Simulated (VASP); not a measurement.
# CdS (P3m1) in VASP: notebook

The runs below take CdS through single point, relaxation of cell and atoms, with revPBE, r2SCAN, PBE-based screened hybrid.

Program: VASP 6.6.1. These are calculated values, not measurements. Logs are shortened: lines on timing, memory, paths and dates and some standing lists are left out, and cuts for length are marked.

## (1) The cell of the first run

The structure is trigonal, space group P3m1 (No. 156). The conventional cell has a = 4.285 Å, b = 4.285 Å, c = 6.361 Å, α = 90.00°, β = 90.00°, γ = 120.00°. Within 3.3 Å of Cd (site symmetry 3m) lie 3 S at 2.47 Å. Within 3.3 Å of S (site symmetry 3m) lie 3 Cd at 2.47 Å.

## (2) Single point, revPBE

Input file INCAR:

```
SYSTEM = CdS
  PREC = Accurate
  ENCUT = 520
  EDIFF = 1E-6
  ISMEAR = -1
  SIGMA = 0.05
  LREAL = .FALSE.
  LASPH = .TRUE.
  NELM = 80
  ALGO = Normal
  ISIF = 2
  LWAVE = .FALSE.
  LCHARG = .FALSE.
  GGA = RE
  NBANDS = 16
```

Input file KPOINTS:

```
regular mesh
0
G
  7 7 5
  0 0 0
```

Input file POSCAR:

```
CdS
1.0
    4.2850401664      0.0000000000      0.0000000000
   -2.1425200832      3.7109536403      0.0000000000
    0.0000000000      0.0000000000      6.3614748838
Cd S
1 1
Direct
    0.0000000000      0.0000000000      0.4365500384
    0.6666666667      0.3333333333      0.4404499616
```

Potentials or basis: VASP PAW PBE potentials, release 64 (Cd, S).

Run with:

```bash
$ cat potpaw_PBE.64/Cd/POTCAR potpaw_PBE.64/S/POTCAR > POTCAR
$ mpirun -np 1 vasp_std > vasp.out
```

OUTCAR:

```text
SYSTEM = CdS
   PREC = Accurate
   ENCUT = 520
   EDIFF = 1E-6
   ISMEAR = -1
   LREAL = .FALSE.
   LASPH = .TRUE.
   NELM = 80
   ISIF = 2
   GGA = RE

 ion  position               nearest neighbor table
   1  0.000  0.000  0.437-   2 2.47   2 2.47   2 2.47
   2  0.667  0.333  0.440-   1 2.47   1 2.47   1 2.47

  LATTYP: Found a hexagonal cell.
 ALAT       =     4.2850401664
 C/A-ratio  =     1.4845776555

  Lattice vectors:

 A1 = (   4.2850401664,   0.0000000000,   0.0000000000)
 A2 = (  -2.1425200832,   3.7109536403,   0.0000000000)
 A3 = (   0.0000000000,   0.0000000000,   6.3614748838)

Analysis of symmetry for initial positions (statically):
=====================================================================
 Subroutine PRICEL returns:
 Original cell was already a primitive cell.

 Routine SETGRP: Setting up the symmetry group for a
 hexagonal supercell.

 Subroutine GETGRP returns: Found  6 space group operations
 (whereof  6 operations were pure point group operations)
 out of a pool of 24 trial point group operations.

The static configuration has the point symmetry C_3v.

Analysis of symmetry for dynamics (positions and initial velocities):
=====================================================================
 Subroutine PRICEL returns:
 Original cell was already a primitive cell.

 Routine SETGRP: Setting up the symmetry group for a
 hexagonal supercell.

 Subroutine GETGRP returns: Found  6 space group operations
 (whereof  6 operations were pure point group operations)
 out of a pool of 24 trial point group operations.

The dynamic configuration has the point symmetry C_3v.

 Subroutine INISYM returns: Found  6 space group operations
 (whereof  6 operations are pure point group operations),
 and found     1 'primitive' translations

----------------------------------------------------------------------------------------

                                     Primitive cell

  volume of cell :     101.1575

  direct lattice vectors                    reciprocal lattice vectors
     4.285040166  0.000000000  0.000000000     0.233370041  0.134736256  0.000000000
    -2.142520083  3.710953640  0.000000000     0.000000000  0.269472512  0.000000000
     0.000000000  0.000000000  6.361474884     0.000000000  0.000000000  0.157196251

  length of vectors
     4.285040166  4.285040166  6.361474884     0.269472512  0.269472512  0.157196251

  position of ions in fractional coordinates (direct lattice)
     0.000000000  0.000000000  0.436550038
     0.666666667  0.333333333  0.440449962

  ion indices of the primitive-cell ions
   primitive index   ion index
                 1           1
                 2           2

----------------------------------------------------------------------------------------

 KPOINTS: regular mesh

Automatic generation of k-mesh.
 Grid dimensions read from file:
 generate k-points for:    7    7    5

 Generating k-lattice:

  Cartesian coordinates                     Fractional coordinates (reciprocal lattice)
     0.033338577  0.019248037  0.000000000     0.142857143  0.000000000  0.000000000
     0.000000000  0.038496073  0.000000000     0.000000000  0.142857143  0.000000000
     0.000000000  0.000000000  0.031439250     0.000000000  0.000000000  0.200000000

  Length of vectors
     0.038496073  0.038496073  0.031439250

  Shift w.r.t. Gamma in fractional coordinates (k-lattice)
     0.000000000  0.000000000  0.000000000

 Subroutine IBZKPT returns following result:
 ===========================================

 Found     32 irreducible k-points:

 Following reciprocal coordinates:
            Coordinates               Weight
  0.000000  0.000000  0.000000      1.000000
  0.142857  0.000000  0.000000      6.000000
  0.285714  0.000000  0.000000      6.000000
  0.428571 -0.000000  0.000000      6.000000
  0.142857  0.142857  0.000000      6.000000
  0.285714  0.142857  0.000000     12.000000
[... 16 lines left out ...]
  0.000000  0.142857  0.400000      6.000000
  0.285714  0.000000  0.400000      6.000000
 [... further k-points ...]
   k-points           NKPTS =     32   k-points in BZ     NKDIM =     32   number of bands    NBANDS=     16
   number of dos      NEDOS =    301   number of ions     NIONS =      2
   total plane-waves  NPLWV =  49152
   dimension x,y,z NGX =    32 NGY =   32 NGZ =   48
   dimension x,y,z NGXF=    64 NGYF=   64 NGZF=   96
   ions per type =               1   1
   NGX,Y,Z   is equivalent  to a cutoff of  12.41, 12.41, 12.54 a.u.
   NGXF,Y,Z  is equivalent  to a cutoff of  24.83, 24.83, 25.09 a.u.
 SYSTEM =  CdS
   PREC   = accura    normal or accurate (medium, high low for compatibility)
   ISTART =      0    job   : 0-new  1-cont  2-samecut
   ICHARG =      2    charge: 1-file 2-atom 10-const
   ISPIN  =      1    spin polarized calculation?
   LNONCOLLINEAR =      F non collinear calculations
   LSORBIT =      F    spin-orbit coupling
   LASPH  =      T    aspherical Exc in radial PAW
   ENCUT  =  520.0 eV  38.22 Ry    6.18 a.u.   7.97  7.97 11.83*2*pi/ulx,y,z
   NELM   =     80;   NELMIN=  2; NELMDL= -5     # of ELM steps
   EDIFF  = 0.1E-05   stopping-criterion for ELM
   LREAL  =      F    real-space projection
   EDIFFG = 0.1E-04   stopping-criterion for IOM
   NSW    =      0    number of steps for IOM
   IBRION =     -1    ionic relax: 0-MD 1-quasi-New 2-CG
   NFREE  =      0    steps in history (QN), initial steepest desc. (CG)
   ISIF   =      2    stress and relaxation
   ISYM   =      2    0-nonsym 1-usesym 2-fastsym
   POTIM  = 0.5000    time-step for ionic-motion
   TEBEG  =    0.0;   TEEND  =   0.0 temperature during run
   PSTRESS=    0.0 pullay stress
   NELECT =      18.0000    total number of electrons
   NUPDOWN=      -1.0000    fix difference up-down
   EMIN   =  10.00;   EMAX   =-10.00  energy-range for DOS
   EFERMI =   0.00;   METHOD = LEGACY
   ISMEAR =    -1;   SIGMA  =   0.05  broadening in eV -4-tet -1-fermi 0-gaus
   EFERMI_NEDOS =   21; number of points for ismear=-14 and -15
   IALGO  =     38    algorithm
   IMIX   =      4    mixing-type and parameters
     AMIX     =   0.40;   BMIX     =  1.00
     AMIX_MAG =   1.60;   BMIX_MAG =  1.00
  volume/ion in A,a.u.               =      50.58       341.32
  Fermi-wavevector in a.u.,A,eV,Ry     =   0.920802  1.740063 11.536058  0.847876
  Thomas-Fermi vector in A             =   2.046148
   LORBIT       =      0    0 simple, 1 ext, 2 COOP (PROOUT), +10 PAW based schemes
   GGA     = RE    functional components
   LHFCALC =     F    Hartree Fock is set to
   AEXX    =    0.0000 exact exchange contribution
   IVDW    =     0    specifies the selected vdW correction
   LEPSILON=     F    determine dielectric tensor
   LRPA    =     F    only Hartree local field effects (RPA)
 non-spin polarized calculation
  energy-cutoff  :      520.00
  volume of cell :      101.16
 maximum number of plane-waves:      2742
   NGX = 15   NGY = 15   NGZ = 23

 number of electron      18.0000004 magnetization

 Free energy of the ion-electron system (eV)
  ---------------------------------------------------
  ext. energy  EPLUGINS =         0.00000000
  ---------------------------------------------------
  free energy    TOTEN  =        -5.21987796 eV

  energy without entropy =       -5.21987796  energy(sigma->0) =       -5.21987796

 E-fermi :  -1.5423     XC(G=0):  -5.5234

 val. band max:       -2.3954990190   @ k =   0.0000   0.0000   0.4000
 cond. band min:      -0.8027158453   @ k =   0.0000   0.0000   0.0000
 fundamental gap:      1.5927831736
 Fermi energy:        -1.5422635527

 k-point     1 :       0.0000    0.0000    0.0000
  band No.  band energies     occupation
      1     -13.9111      2.00000
      2      -9.9860      2.00000
      3      -9.9860      2.00000
      4      -9.5209      2.00000
      5      -9.5209      2.00000
      6      -9.3205      2.00000
[... 8 lines left out ...]
     15       8.8338      0.00000
     16       9.2004      0.00000

 k-point     2 :       0.1429    0.0000    0.0000
  band No.  band energies     occupation
      1     -13.8518      2.00000
      2      -9.9592      2.00000
      3      -9.9370      2.00000
      4      -9.5406      2.00000
      5      -9.5237      2.00000
      6      -9.2973      2.00000
[... 8 lines left out ...]
     15       8.9760      0.00000
     16       9.0172      0.00000

 k-point     3 :       0.2857    0.0000    0.0000
  band No.  band energies     occupation
      1     -13.7173      2.00000
      2      -9.8660      2.00000
      3      -9.8209      2.00000
      4      -9.5833      2.00000
      5      -9.5300      2.00000
      6      -9.2321      2.00000
[... 8 lines left out ...]
     15       8.0661      0.00000
     16       8.1768      0.00000

 k-point     4 :       0.4286   -0.0000    0.0000
  band No.  band energies     occupation
      1     -13.6091      2.00000
      2      -9.7532      2.00000
      3      -9.7210      2.00000
      4      -9.6162      2.00000
      5      -9.5350      2.00000
      6      -9.1447      2.00000
[... 8 lines left out ...]
     15       7.5500      0.00000
     16       8.1011      0.00000
[... 324 lines left out ...]
 k-point    22 :       0.1429    0.0000    0.4000
  band No.  band energies     occupation
      1     -13.8508      2.00000
      2      -9.9592      2.00000
      3      -9.9370      2.00000
      4      -9.5408      2.00000
      5      -9.5239      2.00000
      6      -9.2945      2.00000
[... 8 lines left out ...]
     15       7.0990      0.00000
     16       8.6461      0.00000

 k-point    23 :       0.0000    0.1429    0.4000
  band No.  band energies     occupation
      1     -13.8508      2.00000
      2      -9.9592      2.00000
      3      -9.9370      2.00000
      4      -9.5408      2.00000
      5      -9.5239      2.00000
      6      -9.2945      2.00000
[... 8 lines left out ...]
     15       7.1101      0.00000
     16       8.6448      0.00000

 k-point    24 :       0.2857    0.0000    0.4000
  band No.  band energies     occupation
      1     -13.7165      2.00000
      2      -9.8659      2.00000
      3      -9.8209      2.00000
      4      -9.5838      2.00000
      5      -9.5301      2.00000
      6      -9.2302      2.00000
[... 8 lines left out ...]
     15       7.0238      0.00000
     16       8.1574      0.00000

 [... further k-points ...]

------------------------ aborting loop because EDIFF is reached ----------------------------------------

  FORCE on cell =-STRESS in cart. coord.  units (eV):
  Direction    XX          YY          ZZ          XY          YZ          ZX
  --------------------------------------------------------------------------------------
  -------------------------------------------------------------------------------------
  Total        0.1529213      0.1529213      0.0084653      0.0000000      0.0000000      0.0000000
  in kB        2.4220343      2.4220343      0.1340773      0.0000000      0.0000000      0.0000000
  external PRESSURE =       1.6593819 kB  Pullay stress =       0.0000000 kB

 VOLUME and BASIS-vectors are now :
 -----------------------------------------------------------------------------
  energy-cutoff  :      520.00
  volume of cell :      101.16
      direct lattice vectors                 reciprocal lattice vectors
     4.285040166  0.000000000  0.000000000     0.233370041  0.134736256  0.000000000
    -2.142520083  3.710953640  0.000000000     0.000000000  0.269472512  0.000000000
     0.000000000  0.000000000  6.361474884     0.000000000  0.000000000  0.157196251

 POSITION                                       TOTAL-FORCE (eV/Angst)
 -----------------------------------------------------------------------------------
      0.00000      0.00000      2.77710         0.000000     -0.000000      0.001605
      2.14252      1.23698      2.80191        -0.000000      0.000000     -0.001605
 -----------------------------------------------------------------------------------
    total drift:                                0.000001     -0.000001      0.000530

  FREE ENERGIE OF THE ION-ELECTRON SYSTEM (eV)
  ---------------------------------------------------
  free  energy   TOTEN  =        -5.2198779646 eV

  energy  without entropy=       -5.2198779554  energy(sigma->0) =       -5.21987796
```

It took 87 s on 1 thread of AMD EPYC 7R13, shared host; peak memory 0.2 GiB.

Results:

- Free energy: -5.2199 eV
- Pressure: 0.2 GPa
- Band gap on the k mesh: 1.59 eV, indirect (the least direct gap lies 1.3 meV higher)

Stress tensor (GPa, compression positive):
```
0.24 0.00 0.00
0.00 0.24 0.00
0.00 0.00 0.01
```

Levels at points of the mesh, in eV from the valence-band top:
| k point | band 6 | band 7 | band 8 | band 9 | band 10 | band 11 | band 12 | band 13 |
| --- | --- | --- | --- | --- | --- | --- | --- | --- |
| (0.00, 0.00, 0.00) | -6.92 | -1.02 | 0.00 | 0.00 | 1.59 | 5.46 | 6.70 | 6.98 |

Caveat: the PAW data sets were made with another functional, which shifts forces and pressure a little.

(Part 1 of 2 ends here.)
